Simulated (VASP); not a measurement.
BAs, 2 atoms in the cell. The structure is cubic, space group F-43m (No. 216). The conventional cell has a = 4.777 Å, b = 4.777 Å, c = 4.777 Å, α = 90.00°, β = 90.00°, γ = 90.00°. Within 2.7 Å of B (site symmetry -43m) lie 4 As at 2.07 Å. Within 2.7 Å of As (site symmetry -43m) lie 4 B at 2.07 Å. 

```yaml
Program: VASP 6.6.1
Task: single point
Functional: PBE
Potentials_or_basis: VASP PAW PBE potentials, release 64 (B, As)
Cutoff: 520 eV
k_mesh: 12 × 12 × 12
Occupations: gaussian, width 0.05 eV
Spin: no spin polarisation
Dipole_correction: no
Further_INCAR_settings: ALGO = Normal; EDIFF = 1e-06; NBANDS = 11
```

Potentials or basis: VASP PAW PBE potentials, release 64 (B, As).

Launch:

```bash
$ cat potpaw_PBE.64/B/POTCAR potpaw_PBE.64/As/POTCAR > POTCAR
$ mpirun -np 1 vasp_std > vasp.out
```

Hardware: 1 thread of Intel(R) Xeon(R) Platinum 8259CL CPU @ 2.50GHz (Skylake/Cascade Lake), on a shared host.

**Question.** Estimate the wall time of this run.

**Answer.** Wall time 24 s on 1 thread of Intel(R) Xeon(R) Platinum 8259CL CPU @ 2.50GHz (Skylake/Cascade Lake) (shared host), peak memory 0.17 GiB. Counts: scf iterations 12, k points 72.
